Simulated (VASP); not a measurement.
# Na2F (P-3m1) in VASP: single point with PBE+D3(BJ)

Aim: the single point of Na2F with PBE+D3(BJ).

Everything below comes from runs of VASP 6.6.1. Logs are shortened: lines on timing, memory, paths and dates and some standing lists are left out, and cuts for length are marked.

## (1) The cell of the first run

Symmetry: P-3m1, No. 164, trigonal system. The conventional cell has a = 3.352 Å, b = 3.352 Å, c = 5.839 Å, α = 90.00°, β = 90.00°, γ = 120.00°. Within 3.1 Å of Na (site symmetry 3m) lie 3 F at 2.37 Å. Within 3.1 Å of F (site symmetry -3m) lie 6 Na at 2.37 Å.

## (2) Single point, PBE+D3(BJ)

The input, POSCAR:

```
Na2F
1.0
    3.3520685392      0.0000000000      0.0000000000
   -1.6760342696      2.9029765102      0.0000000000
    0.0000000000      0.0000000000      5.8388434143
Na F
2 1
Direct
    0.6666666667      0.3333333333      0.2328381641
    0.3333333333      0.6666666667      0.7671618359
    0.0000000000      0.0000000000      0.0000000000
```

The input, INCAR.step1:

```
ALGO = Normal ; EDIFF = 1E-7
ENCUT = 520 ; GGA = PE
ISIF = 2 ; ISMEAR = 0
IVDW = 12 ; LASPH = T
LCHARG = T ; LREAL = F
LWAVE = F ; NBANDS = 18
NELM = 80 ; PREC = Accurate
SIGMA = 0.1
```

The input, KPOINTS.step1:

```
k-points
0
Gamma
  18 18 8
```

The input, INCAR.step2:

```
ALGO = Normal ; EDIFF = 1E-7
ENCUT = 520 ; GGA = PE
ICHARG = 11 ; ISIF = 2
ISMEAR = -5 ; IVDW = 12
LASPH = T ; LCHARG = F
LORBIT = 10 ; LREAL = F
LWAVE = F ; NEDOS = 2001
NELM = 80 ; PREC = Accurate
SIGMA = 0.1
```

The input, KPOINTS.step2:

```
k-points
0
Gamma
  27 27 12
```

Potentials or basis: VASP PAW PBE potentials, release 64 (Na_pv, F).

The run is started by

```console
cat potpaw_PBE.64/Na_pv/POTCAR potpaw_PBE.64/F/POTCAR > POTCAR
cp INCAR.step1 INCAR
cp KPOINTS.step1 KPOINTS
mpirun -np 1 vasp_std > vasp.out
cp INCAR.step2 INCAR
cp KPOINTS.step2 KPOINTS
mpirun -np 1 vasp_std > vasp.out
```

OUTCAR:

```text
EDIFF = 1E-7
   ENCUT = 520
   GGA = PE
   ICHARG = 11
   ISIF = 2
   ISMEAR = -5
   IVDW = 12
   LASPH = T
   LORBIT = 10
   LREAL = F
   NELM = 80
   PREC = Accurate
 IVDW          = 12

 ion  position               nearest neighbor table
   1  0.667  0.333  0.233-
   2  0.333  0.667  0.767-
   3  0.000  0.000  0.000-

  LATTYP: Found a hexagonal cell.
 ALAT       =     3.3520685392
 C/A-ratio  =     1.7418627770

  Lattice vectors:

 A1 = (   3.3520685392,   0.0000000000,   0.0000000000)
 A2 = (  -1.6760342696,   2.9029765102,   0.0000000000)
 A3 = (   0.0000000000,   0.0000000000,   5.8388434143)

Analysis of symmetry for initial positions (statically):
=====================================================================
 Subroutine PRICEL returns:
 Original cell was already a primitive cell.

 Routine SETGRP: Setting up the symmetry group for a
 hexagonal supercell.

 Subroutine GETGRP returns: Found 12 space group operations
 (whereof 12 operations were pure point group operations)
 out of a pool of 24 trial point group operations.

The static configuration has the point symmetry D_3d.

Analysis of symmetry for dynamics (positions and initial velocities):
=====================================================================
 Subroutine PRICEL returns:
 Original cell was already a primitive cell.

 Routine SETGRP: Setting up the symmetry group for a
 hexagonal supercell.

 Subroutine GETGRP returns: Found 12 space group operations
 (whereof 12 operations were pure point group operations)
 out of a pool of 24 trial point group operations.

The dynamic configuration has the point symmetry D_3d.

 Subroutine INISYM returns: Found 12 space group operations
 (whereof 12 operations are pure point group operations),
 and found     1 'primitive' translations

----------------------------------------------------------------------------------------

                                     Primitive cell

  volume of cell :      56.8176

  direct lattice vectors                    reciprocal lattice vectors
     3.352068539  0.000000000  0.000000000     0.298323256  0.172237012  0.000000000
    -1.676034270  2.902976510  0.000000000     0.000000000  0.344474024  0.000000000
     0.000000000  0.000000000  5.838843414     0.000000000  0.000000000  0.171266795

  length of vectors
     3.352068539  3.352068539  5.838843414     0.344474024  0.344474024  0.171266795

  position of ions in fractional coordinates (direct lattice)
     0.666666667  0.333333333  0.232838164
     0.333333333  0.666666667  0.767161836
     0.000000000  0.000000000  0.000000000

  ion indices of the primitive-cell ions
   primitive index   ion index
                 1           1
                 2           2
                 3           3

----------------------------------------------------------------------------------------

 KPOINTS: k-points

Automatic generation of k-mesh.
 Grid dimensions read from file:
 generate k-points for:   27   27   12

 Generating k-lattice:

  Cartesian coordinates                     Fractional coordinates (reciprocal lattice)
     0.011049009  0.006379149  0.000000000     0.037037037  0.000000000  0.000000000
     0.000000000  0.012758297  0.000000000     0.000000000  0.037037037  0.000000000
     0.000000000  0.000000000  0.014272233     0.000000000  0.000000000  0.083333333

  Length of vectors
     0.012758297  0.012758297  0.014272233

  Shift w.r.t. Gamma in fractional coordinates (k-lattice)
     0.000000000  0.000000000  0.000000000

 TETIRR: Found  12968 inequivalent tetrahedra from    52488

 Subroutine IBZKPT returns following result:
 ===========================================

 Found    830 irreducible k-points:

 Following reciprocal coordinates:
            Coordinates               Weight
  0.000000  0.000000  0.000000      1.000000
  0.037037  0.000000  0.000000      6.000000
  0.074074  0.000000  0.000000      6.000000
  0.111111 -0.000000  0.000000      6.000000
  0.148148  0.000000  0.000000      6.000000
  0.185185 -0.000000  0.000000      6.000000
[... 16 lines left out ...]
  0.333333  0.037037  0.000000     12.000000
  0.370370  0.037037  0.000000     12.000000
 [... further k-points ...]
   k-points           NKPTS =    830   k-points in BZ     NKDIM =    830   number of bands    NBANDS=     14
   number of dos      NEDOS =   2001   number of ions     NIONS =      3
   total plane-waves  NPLWV =  37632
   dimension x,y,z NGX =    28 NGY =   28 NGZ =   48
   dimension x,y,z NGXF=    56 NGYF=   56 NGZF=   96
   ions per type =               2   1
   NGX,Y,Z   is equivalent  to a cutoff of  13.89, 13.89, 13.67 a.u.
   NGXF,Y,Z  is equivalent  to a cutoff of  27.77, 27.77, 27.33 a.u.
 SYSTEM =  unknown system
   PREC   = accura    normal or accurate (medium, high low for compatibility)
   ISTART =      0    job   : 0-new  1-cont  2-samecut
   ICHARG =     11    charge: 1-file 2-atom 10-const
   ISPIN  =      1    spin polarized calculation?
   LNONCOLLINEAR =      F non collinear calculations
   LSORBIT =      F    spin-orbit coupling
   LASPH  =      T    aspherical Exc in radial PAW
   ENCUT  =  520.0 eV  38.22 Ry    6.18 a.u.   6.23  6.23 10.86*2*pi/ulx,y,z
   NELM   =     80;   NELMIN=  2; NELMDL=  0     # of ELM steps
   EDIFF  = 0.1E-06   stopping-criterion for ELM
   LREAL  =      F    real-space projection
   EDIFFG = 0.1E-05   stopping-criterion for IOM
   NSW    =      0    number of steps for IOM
   IBRION =     -1    ionic relax: 0-MD 1-quasi-New 2-CG
   NFREE  =      0    steps in history (QN), initial steepest desc. (CG)
   ISIF   =      2    stress and relaxation
   ISYM   =      2    0-nonsym 1-usesym 2-fastsym
   POTIM  = 0.5000    time-step for ionic-motion
   TEBEG  =    0.0;   TEEND  =   0.0 temperature during run
   PSTRESS=    0.0 pullay stress
   NELECT =      21.0000    total number of electrons
   NUPDOWN=      -1.0000    fix difference up-down
   EMIN   =  10.00;   EMAX   =-10.00  energy-range for DOS
   EFERMI =   0.00;   METHOD = LEGACY
   ISMEAR =    -5;   SIGMA  =   0.10  broadening in eV -4-tet -1-fermi 0-gaus
   EFERMI_NEDOS =   21; number of points for ismear=-14 and -15
   IALGO  =     38    algorithm
   IMIX   =      4    mixing-type and parameters
     AMIX     =   0.40;   BMIX     =  1.00
     AMIX_MAG =   1.60;   BMIX_MAG =  1.00
  volume/ion in A,a.u.               =      18.94       127.81
  Fermi-wavevector in a.u.,A,eV,Ry     =   1.174862  2.220167 18.780131  1.380301
  Thomas-Fermi vector in A             =   2.311252
   LORBIT       =     10    0 simple, 1 ext, 2 COOP (PROOUT), +10 PAW based schemes
   GGA     = PE    functional components
   LHFCALC =     F    Hartree Fock is set to
   AEXX    =    0.0000 exact exchange contribution
   IVDW    =    12    specifies the selected vdW correction
   LEPSILON=     F    determine dielectric tensor
   LRPA    =     F    only Hartree local field effects (RPA)
 non-spin polarized calculation
 Fermi weights with tetrahedron method with Bloechl corrections
  energy-cutoff  :      520.00
  volume of cell :       56.82
 maximum number of plane-waves:      1569
 NGX is ok and might be reduce to    28

 number of electron      20.9999993 magnetization

 Free energy of the ion-electron system (eV)
  ---------------------------------------------------
  ext. energy  EPLUGINS =         0.00000000
  ---------------------------------------------------
  free energy    TOTEN  =        -9.57692332 eV

  energy without entropy =       -9.57692332  energy(sigma->0) =       -9.57692332

 E-fermi :   2.1854     XC(G=0):  -7.9030

 val. band max:        2.1840099940   @ k =   0.2593   0.1481   0.5000
 cond. band min:       2.1833748147   @ k =   0.2963   0.1111   0.3333
 fundamental gap:     -0.0006351793
 Fermi energy:         2.1853984643

 k-point     1 :       0.0000    0.0000    0.0000
  band No.  band energies     occupation
      1     -23.1630      2.00000
      2     -22.7605      2.00000
      3     -22.7605      2.00000
      4     -22.7529      2.00000
      5     -22.7529      2.00000
      6     -22.7312      2.00000
      7     -22.1319      2.00000
      8      -4.3806      2.00000
      9      -3.6478      2.00000
     10      -3.6477      2.00000
     11      -0.5544      2.00000
     12       4.9505      0.00000
     13       5.1868      0.00000
     14      13.4977      0.00000

 k-point     2 :       0.0370    0.0000    0.0000
  band No.  band energies     occupation
      1     -23.1622      2.00000
      2     -22.7618      2.00000
      3     -22.7609      2.00000
      4     -22.7544      2.00000
      5     -22.7531      2.00000
      6     -22.7313      2.00000
      7     -22.1303      2.00000
      8      -4.3759      2.00000
      9      -3.6666      2.00000
     10      -3.6503      2.00000
     11      -0.5240      2.00000
     12       4.9658      0.00000
     13       5.2196      0.00000
     14      13.4633      0.00000
[... 343 lines left out ...]
      1     -23.1460      2.00000
      2     -22.8240      2.00000
      3     -22.7877      2.00000
      4     -22.7825      2.00000
      5     -22.7640      2.00000
      6     -22.7394      2.00000
      7     -22.0714      2.00000
      8      -4.5208      2.00000
      9      -4.1086      2.00000
     10      -3.8061      2.00000
     11       1.7965      2.09444
     12       5.9134      0.00000
     13       7.2266      0.00000
     14       7.7625      0.00000

 k-point    24 :       0.3704    0.0370    0.0000
  band No.  band energies     occupation
      1     -23.1483      2.00000
      2     -22.8298      2.00000
      3     -22.7848      2.00000
      4     -22.7835      2.00000
      5     -22.7653      2.00000
      6     -22.7420      2.00000
      7     -22.0679      2.00000
      8      -4.5944      2.00000
      9      -4.0810      2.00000
     10      -3.8223      2.00000
     11       2.2668      0.51288
     12       5.6330      0.00000
     13       7.1029      0.00000
     14       8.0874      0.00000

 [... further k-points ...]

------------------------ aborting loop because EDIFF is reached ----------------------------------------

 Edisp (eV)   -0.49532

 E8    (eV) :    -0.2261

  FORCE on cell =-STRESS in cart. coord.  units (eV):
  Direction    XX          YY          ZZ          XY          YZ          ZX
  --------------------------------------------------------------------------------------
  -------------------------------------------------------------------------------------
  Total      -0.00375    -0.00375    -0.01896     0.00000    -0.00000     0.00000
  in kB      -0.10585    -0.10585    -0.53466     0.00000    -0.00000     0.00000
  external pressure =       -0.25 kB  Pullay stress =        0.00 kB

 VOLUME and BASIS-vectors are now :
 -----------------------------------------------------------------------------
  energy-cutoff  :      520.00
  volume of cell :       56.82
      direct lattice vectors                 reciprocal lattice vectors
     3.352068539  0.000000000  0.000000000     0.298323256  0.172237012  0.000000000
    -1.676034270  2.902976510  0.000000000     0.000000000  0.344474024  0.000000000
     0.000000000  0.000000000  5.838843414     0.000000000  0.000000000  0.171266795

 POSITION                                       TOTAL-FORCE (eV/Angst)
 -----------------------------------------------------------------------------------
      1.67603      0.96766      1.35951        -0.000000     -0.000000      0.005304
     -0.00000      1.93532      4.47934         0.000000      0.000000     -0.005304
      0.00000      0.00000      0.00000         0.000000      0.000000      0.000000
 -----------------------------------------------------------------------------------
    total drift:                               -0.000000      0.000000     -0.000000

  FREE ENERGIE OF THE ION-ELECTRON SYSTEM (eV)
  ---------------------------------------------------
  free  energy   TOTEN  =       -10.0722416064 eV

  energy  without entropy=      -10.0722416064  energy(sigma->0) =      -10.07224161

 total charge

# of ion       s       p       d       tot
------------------------------------------
    1        0.077   5.981   0.000   6.058
    2        0.077   5.981   0.000   6.058
    3        1.733   4.359   0.000   6.093
--------------------------------------------------
tot          1.887  16.321   0.000  18.208
```

Wall time 16 min (1 thread of Intel Xeon 8259CL, shared host); peak memory 0.65 GiB.

Results:

| Property | Result |
| --- | --- |
| Valence electrons inside the program's atomic spheres | Na 6.06; F 6.09 |
| Dispersion energy per atom | -0.165 eV |

Caveat: an odd number of electrons without spin polarisation forces a metal; a magnetic or distorted state may lie lower; tetrahedron occupations give inexact forces and stress in metals.
